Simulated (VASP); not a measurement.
Input of a VASP 6.6.1 run:

File POSCAR:

```
Ag
1.0
    0.0000000000      2.0394495306      2.0394495306
    2.0394495306      0.0000000000      2.0394495306
    2.0394495306      2.0394495306      0.0000000000
Ag
1
Direct
    0.0000000000      0.0000000000      0.0000000000
```

File INCAR.step1:

```
PREC     = Accurate       # precision mode
ENCUT    = 520            # plane-wave cutoff, eV
ISMEAR   = 0              # smearing method
SIGMA    = 0.1            # smearing width, eV
LREAL    = F              # projectors in reciprocal space
LASPH    = T              # aspherical terms in the spheres
NELM     = 80             # most SCF steps
NBANDS   = 12             # bands
GGA      = PE             # functional
ALGO     = Normal         # electronic algorithm
EDIFF    = 1E-4           # SCF threshold, eV
LWAVE    = T              # write WAVECAR
LCHARG   = F              # write CHGCAR
```

INCAR.step2

```
PREC     = Accurate       # precision mode
ENCUT    = 520            # plane-wave cutoff, eV
EDIFF    = 1E-7           # SCF threshold, eV
ISMEAR   = 0              # smearing method
SIGMA    = 0.1            # smearing width, eV
LREAL    = F              # projectors in reciprocal space
LASPH    = T              # aspherical terms in the spheres
NELM     = 80             # most SCF steps
ALGO     = Normal         # electronic algorithm
ISIF     = 2              # what is computed and relaxed
LWAVE    = F              # write WAVECAR
LCHARG   = F              # write CHGCAR
METAGGA  = R2SCAN         # meta-GGA
LMIXTAU  = T            
NBANDS   = 12             # bands
ISTART   = 1
```

The input KPOINTS:

```
Automatic mesh
0
Gamma
  18 18 18
```

Potentials or basis: VASP PAW PBE potentials, release 64 (Ag).

Run with:

```bash
$ cat potpaw_PBE.64/Ag/POTCAR > POTCAR
$ cp INCAR.step1 INCAR
$ mpirun -np 1 vasp_std > vasp.out
$ cp INCAR.step2 INCAR
$ mpirun -np 1 vasp_std > vasp.out
```

**Question.** Estimate the pressure.

**Answer.** 2.2 GPa.

**Question.** Predict the band gap on the k mesh.

**Answer.** Zero (an odd number of electrons rules out a gap without spin polarisation).

Caveat: the PAW data sets were made with another functional, which shifts forces and pressure a little.
